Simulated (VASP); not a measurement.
# GaP (F-43m) in VASP: a series of runs

GaP is run at these levels: PBE, LDA, r2SCAN; tasks: single point.

Program: VASP 6.6.1. These are calculated values, not measurements. Logs are shortened: lines on timing, memory, paths and dates and some standing lists are left out, and cuts for length are marked.

## 1. The cell of the first run

The structure is cubic, space group F-43m (No. 216). Conventional cell: a = 5.451 Å, b = 5.451 Å, c = 5.451 Å, α = 90.00°, β = 90.00°, γ = 90.00°. Ga (site symmetry -43m) has 4 P at 2.36 Å within 3.1 Å. P (site symmetry -43m) has 4 Ga at 2.36 Å within 3.1 Å.

## 2. Single point, PBE

The input, INCAR:

```
SYSTEM = GaP
PREC     = Accurate       ! precision mode
ENCUT    = 520            ! plane-wave cutoff, eV
EDIFF    = 1E-7           ! SCF threshold, eV
ISMEAR   = 0              ! smearing method
SIGMA    = 0.03           ! smearing width, eV
LREAL    = .False.        ! projectors in reciprocal space
LASPH    = .True.         ! aspherical terms in the spheres
NELM     = 80             ! most SCF steps
ALGO     = Normal         ! electronic algorithm
ISIF     = 2              ! what is computed and relaxed
LWAVE    = .False.        ! write WAVECAR
LCHARG   = .False.        ! write CHGCAR
GGA      = PE             ! functional
NBANDS   = 16             ! bands
```

The input, KPOINTS:

```
Automatic mesh
0
Gamma
  10 10 10
  0 0 0
```

The input, POSCAR:

```
GaP
1.0
    0.0000000000      2.7255000000      2.7255000000
    2.7255000000      0.0000000000      2.7255000000
    2.7255000000      2.7255000000      0.0000000000
Ga P
1 1
Direct
    0.0000000000      0.0000000000      0.0000000000
    0.2500000000      0.2500000000      0.2500000000
```

Potentials or basis: VASP PAW PBE potentials, release 64 (Ga_d, P).

On the command line:

```sh
> cat potpaw_PBE.64/Ga_d/POTCAR potpaw_PBE.64/P/POTCAR > POTCAR
> mpirun -np 1 vasp_std > vasp.out
```

OUTCAR:

```text
SYSTEM = GaP
   PREC = Accurate
   ENCUT = 520
   EDIFF = 1E-7
   ISMEAR = 0
   LREAL = .False.
   LASPH = .True.
   NELM = 80
   ISIF = 2
   GGA = PE

 ion  position               nearest neighbor table
   1  0.000  0.000  0.000-   2 2.36   2 2.36   2 2.36   2 2.36
   2  0.250  0.250  0.250-   1 2.36   1 2.36   1 2.36   1 2.36

  LATTYP: Found a face centered cubic cell.
 ALAT       =     5.4510000000

  Lattice vectors:

 A1 = (   0.0000000000,   2.7255000000,   2.7255000000)
 A2 = (   2.7255000000,   0.0000000000,   2.7255000000)
 A3 = (   2.7255000000,   2.7255000000,   0.0000000000)

Analysis of symmetry for initial positions (statically):
=====================================================================
 Subroutine PRICEL returns:
 Original cell was already a primitive cell.

 Routine SETGRP: Setting up the symmetry group for a
 face centered cubic supercell.

 Subroutine GETGRP returns: Found 24 space group operations
 (whereof 24 operations were pure point group operations)
 out of a pool of 48 trial point group operations.

The static configuration has the point symmetry T_d .

Analysis of symmetry for dynamics (positions and initial velocities):
=====================================================================
 Subroutine PRICEL returns:
 Original cell was already a primitive cell.

 Routine SETGRP: Setting up the symmetry group for a
 face centered cubic supercell.

 Subroutine GETGRP returns: Found 24 space group operations
 (whereof 24 operations were pure point group operations)
 out of a pool of 48 trial point group operations.

The dynamic configuration has the point symmetry T_d .

 Subroutine INISYM returns: Found 24 space group operations
 (whereof 24 operations are pure point group operations),
 and found     1 'primitive' translations

----------------------------------------------------------------------------------------

                                     Primitive cell

  volume of cell :      40.4919

  direct lattice vectors                    reciprocal lattice vectors
     0.000000000  2.725500000  2.725500000    -0.183452578  0.183452578  0.183452578
     2.725500000  0.000000000  2.725500000     0.183452578 -0.183452578  0.183452578
     2.725500000  2.725500000  0.000000000     0.183452578  0.183452578 -0.183452578

  length of vectors
     3.854439064  3.854439064  3.854439064     0.317749185  0.317749185  0.317749185

  position of ions in fractional coordinates (direct lattice)
     0.000000000  0.000000000  0.000000000
     0.250000000  0.250000000  0.250000000

  ion indices of the primitive-cell ions
   primitive index   ion index
                 1           1
                 2           2

----------------------------------------------------------------------------------------

 KPOINTS: Automatic mesh

Automatic generation of k-mesh.
 Grid dimensions read from file:
 generate k-points for:   10   10   10

 Generating k-lattice:

  Cartesian coordinates                     Fractional coordinates (reciprocal lattice)
    -0.018345258  0.018345258  0.018345258     0.100000000  0.000000000  0.000000000
     0.018345258 -0.018345258  0.018345258     0.000000000  0.100000000  0.000000000
     0.018345258  0.018345258 -0.018345258     0.000000000  0.000000000  0.100000000

  Length of vectors
     0.031774919  0.031774919  0.031774919

  Shift w.r.t. Gamma in fractional coordinates (k-lattice)
     0.000000000  0.000000000  0.000000000

 Subroutine IBZKPT returns following result:
 ===========================================

 Found     47 irreducible k-points:

 Following reciprocal coordinates:
            Coordinates               Weight
  0.000000  0.000000  0.000000      1.000000
  0.100000  0.000000  0.000000      8.000000
  0.200000  0.000000  0.000000      8.000000
  0.300000  0.000000  0.000000      8.000000
  0.400000  0.000000  0.000000      8.000000
  0.500000  0.000000  0.000000      4.000000
[... 16 lines left out ...]
  0.300000  0.300000  0.000000      6.000000
  0.400000  0.300000  0.000000     24.000000
 [... further k-points ...]
   k-points           NKPTS =     47   k-points in BZ     NKDIM =     47   number of bands    NBANDS=     16
   number of dos      NEDOS =    301   number of ions     NIONS =      2
   total plane-waves  NPLWV =  27000
   dimension x,y,z NGX =    30 NGY =   30 NGZ =   30
   dimension x,y,z NGXF=    60 NGYF=   60 NGZF=   60
   ions per type =               1   1
   NGX,Y,Z   is equivalent  to a cutoff of  12.94, 12.94, 12.94 a.u.
   NGXF,Y,Z  is equivalent  to a cutoff of  25.88, 25.88, 25.88 a.u.
 SYSTEM =  GaP
   PREC   = accura    normal or accurate (medium, high low for compatibility)
   ISTART =      0    job   : 0-new  1-cont  2-samecut
   ICHARG =      2    charge: 1-file 2-atom 10-const
   ISPIN  =      1    spin polarized calculation?
   LNONCOLLINEAR =      F non collinear calculations
   LSORBIT =      F    spin-orbit coupling
   LASPH  =      T    aspherical Exc in radial PAW
   ENCUT  =  520.0 eV  38.22 Ry    6.18 a.u.   7.17  7.17  7.17*2*pi/ulx,y,z
   NELM   =     80;   NELMIN=  2; NELMDL= -5     # of ELM steps
   EDIFF  = 0.1E-06   stopping-criterion for ELM
   LREAL  =      F    real-space projection
   EDIFFG = 0.1E-05   stopping-criterion for IOM
   NSW    =      0    number of steps for IOM
   IBRION =     -1    ionic relax: 0-MD 1-quasi-New 2-CG
   NFREE  =      0    steps in history (QN), initial steepest desc. (CG)
   ISIF   =      2    stress and relaxation
   ISYM   =      2    0-nonsym 1-usesym 2-fastsym
   POTIM  = 0.5000    time-step for ionic-motion
   TEBEG  =    0.0;   TEEND  =   0.0 temperature during run
   PSTRESS=    0.0 pullay stress
   NELECT =      18.0000    total number of electrons
   NUPDOWN=      -1.0000    fix difference up-down
   EMIN   =  10.00;   EMAX   =-10.00  energy-range for DOS
   EFERMI =   0.00;   METHOD = LEGACY
   ISMEAR =     0;   SIGMA  =   0.03  broadening in eV -4-tet -1-fermi 0-gaus
   EFERMI_NEDOS =   21; number of points for ismear=-14 and -15
   IALGO  =     38    algorithm
   IMIX   =      4    mixing-type and parameters
     AMIX     =   0.40;   BMIX     =  1.00
     AMIX_MAG =   1.60;   BMIX_MAG =  1.00
  volume/ion in A,a.u.               =      20.25       136.63
  Fermi-wavevector in a.u.,A,eV,Ry     =   1.249423  2.361067 21.239480  1.561058
  Thomas-Fermi vector in A             =   2.383464
   LORBIT       =      0    0 simple, 1 ext, 2 COOP (PROOUT), +10 PAW based schemes
   GGA     = PE    functional components
   LHFCALC =     F    Hartree Fock is set to
   AEXX    =    0.0000 exact exchange contribution
   IVDW    =     0    specifies the selected vdW correction
   LEPSILON=     F    determine dielectric tensor
   LRPA    =     F    only Hartree local field effects (RPA)
 non-spin polarized calculation
 Gauss-broadening in eV      SIGMA  =   0.03
  energy-cutoff  :      520.00
  volume of cell :       40.49
 maximum number of plane-waves:      1106
 NGX is ok and might be reduce to    30
   NGX = 15   NGY = 15   NGZ = 15

 number of electron      17.9999989 magnetization

 Free energy of the ion-electron system (eV)
  ---------------------------------------------------
  ext. energy  EPLUGINS =         0.00000000
  ---------------------------------------------------
  free energy    TOTEN  =        -9.11829145 eV

  energy without entropy =       -9.11829145  energy(sigma->0) =       -9.11829145

 E-fermi :   4.8363     XC(G=0):  -9.8321

 val. band max:        4.6484785130   @ k =   0.0000   0.0000   0.0000
 cond. band min:       6.2536276046   @ k =   0.4000   0.4000   0.0000
 fundamental gap:      1.6051490916
 Fermi energy:         4.8362660039

 k-point     1 :       0.0000    0.0000    0.0000
  band No.  band energies     occupation
      1      -9.9009      2.00000
      2      -9.9009      2.00000
      3      -9.9009      2.00000
      4      -9.8012      2.00000
      5      -9.8012      2.00000
      6      -7.8410      2.00000
[... 8 lines left out ...]
     15      14.4361      0.00000
     16      14.4361      0.00000

 k-point     2 :       0.1000    0.0000    0.0000
  band No.  band energies     occupation
      1      -9.9099      2.00000
      2      -9.8978      2.00000
      3      -9.8978      2.00000
      4      -9.8013      2.00000
      5      -9.8013      2.00000
      6      -7.7109      2.00000
[... 8 lines left out ...]
     15      13.9688      0.00000
     16      14.0753      0.00000

 k-point     3 :       0.2000    0.0000    0.0000
  band No.  band energies     occupation
      1      -9.9320      2.00000
      2      -9.8903      2.00000
      3      -9.8903      2.00000
      4      -9.8008      2.00000
      5      -9.8008      2.00000
      6      -7.3338      2.00000
[... 8 lines left out ...]
     15      13.5476      0.00000
     16      14.7558      0.00000

 k-point     4 :       0.3000    0.0000    0.0000
  band No.  band energies     occupation
      1      -9.9569      2.00000
      2      -9.8825      2.00000
      3      -9.8825      2.00000
      4      -9.7987      2.00000
      5      -9.7987      2.00000
      6      -6.7570      2.00000
[... 8 lines left out ...]
     15      13.9570      0.00000
     16      14.3875      0.00000
[... 324 lines left out ...]
 k-point    22 :      -0.2000    0.2000    0.0000
  band No.  band energies     occupation
      1      -9.9627      2.00000
      2      -9.8774      2.00000
      3      -9.8765      2.00000
      4      -9.8047      2.00000
      5      -9.7970      2.00000
      6      -6.5599      2.00000
[... 8 lines left out ...]
     15      15.9645      0.00000
     16      16.7247      0.00000

 k-point    23 :       0.3000    0.3000    0.0000
  band No.  band energies     occupation
      1      -9.9849      2.00000
      2      -9.8590      2.00000
      3      -9.8590      2.00000
      4      -9.8231      2.00000
      5      -9.7870      2.00000
      6      -6.3826      2.00000
[... 8 lines left out ...]
     15      15.7737      0.00000
     16      18.4508      0.00000

 k-point    24 :       0.4000    0.3000    0.0000
  band No.  band energies     occupation
      1      -9.9969      2.00000
      2      -9.8532      2.00000
      3      -9.8511      2.00000
      4      -9.8258      2.00000
      5      -9.7849      2.00000
      6      -5.8633      2.00000
[... 8 lines left out ...]
     15      16.4287      0.00000
     16      18.4226      0.00000

 [... further k-points ...]
[... 5 lines left out ...]
  --------------------------------------------------------------------------------------
  -------------------------------------------------------------------------------------
  Total        0.6214646      0.6214646      0.6214646      0.0000000      0.0000000      0.0000000
  in kB       24.5899931     24.5899931     24.5899931      0.0000000      0.0000000      0.0000000
  external PRESSURE =      24.5899931 kB  Pullay stress =       0.0000000 kB

 VOLUME and BASIS-vectors are now :
 -----------------------------------------------------------------------------
  energy-cutoff  :      520.00
  volume of cell :       40.49
      direct lattice vectors                 reciprocal lattice vectors
     0.000000000  2.725500000  2.725500000    -0.183452578  0.183452578  0.183452578
     2.725500000  0.000000000  2.725500000     0.183452578 -0.183452578  0.183452578
     2.725500000  2.725500000  0.000000000     0.183452578  0.183452578 -0.183452578

 POSITION                                       TOTAL-FORCE (eV/Angst)
 -----------------------------------------------------------------------------------
      0.00000      0.00000      0.00000         0.000000      0.000000      0.000000
      1.36275      1.36275      1.36275        -0.000000     -0.000000     -0.000000
 -----------------------------------------------------------------------------------
    total drift:                                0.000002      0.000002      0.000002

  FREE ENERGIE OF THE ION-ELECTRON SYSTEM (eV)
  ---------------------------------------------------
  free  energy   TOTEN  =        -9.1182914452 eV

  energy  without entropy=       -9.1182914452  energy(sigma->0) =       -9.11829145
```

It took 62 s on 1 thread of Intel Xeon 8259CL, shared host; peak memory 0.18 GiB.

What came out:

| Property | Result |
| --- | --- |
| Free energy | -9.1183 eV |
| Pressure | 2.5 GPa |
| Band gap on the k mesh | 1.61 eV, indirect (least direct gap 1.82 eV) |

(Continued in part 2 of 2.)
